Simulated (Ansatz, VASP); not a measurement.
Two plane-wave programs on AlN

```
Al N
1.0
    -0.03859    2.18998    2.18998
     2.18998   -0.03859    2.18998
     2.18998    2.18998   -0.03859
Al N
1 1
Direct
  0.99895 0.99895 0.99895
  0.25105 0.25105 0.25105
```

Change from the starting cell: epitaxial_111 strain +2.0%.

Alike in both runs: task single point; functional PBE; k mesh 10 × 10 × 10; occupations fermi-dirac, width 0.02 eV; no spin polarisation.

|  | VASP | Ansatz |
| --- | --- | --- |
| version | VASP 6.6.1 | Ansatz 0.2.0 |
| potentials or method | VASP PAW PBE potentials, release 64 (Al, N) | plane waves, PAW |
| plane-wave cutoff (eV) | 520 | 420 |
| valence electrons in the cell | 8 | 8 |

```csv
,VASP,Ansatz,Ansatz less VASP
gap on the k mesh at the Fermi level (eV),3.16,3.16,+0.008
pressure (GPa),-2.2,-1.9,+0.29
"traceless stress, the component that is largest in VASP (GPa)",3.10,3.08,-0.024
rms of the force components (eV/Å),0.017,0.017,-0.0002
```

Atom by atom the forces differ by 0.000 eV/Å (rms over components).
